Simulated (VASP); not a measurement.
Ti: single point with LDA

Crystal: Ti.

```xyz
1
Lattice="0.0000 2.0398 2.0398 2.0398 0.0000 2.0398 2.0398 2.0398 0.0000" Properties=species:S:1:pos:R:3 pbc="T T T"
Ti    0.0000    0.0000    0.0000
```

```yaml
Program: VASP 6.6.1
Task: single point
Functional: LDA
Potentials_or_basis: VASP PAW LDA potentials, release 64 (Ti_sv)
Cutoff: 520 eV
k_mesh: 22 × 22 × 22
Occupations: gaussian, width 0.15 eV
Spin: no spin polarisation
Dipole_correction: no
Further_INCAR_settings: ALGO = Normal; EDIFF = 1e-06; NBANDS = 12
```

```yaml
Pressure: -6.5 GPa
Band_gap_on_the_k_mesh: zero (band 6 reaches 9.09 eV, above the bottom of band 7 at 7.72 eV)
```

Levels at points of the mesh, in eV from the Fermi level:
```
           k point  band 4  band 5  band 6  band 7  band 8  band 9
(0.00, 0.00, 0.00)  -32.18   -6.07    0.86    0.86    0.86    2.51
(0.50, 0.00, 0.00)  -32.28   -2.64    0.72    0.72    0.79    3.65
(0.50, 0.50, 0.00)  -32.44   -2.66   -1.79    3.02    3.62    3.95
```

It took 29 s on 1 thread of Intel Xeon 6975P-C (shared host), peak memory 0.18 GiB.
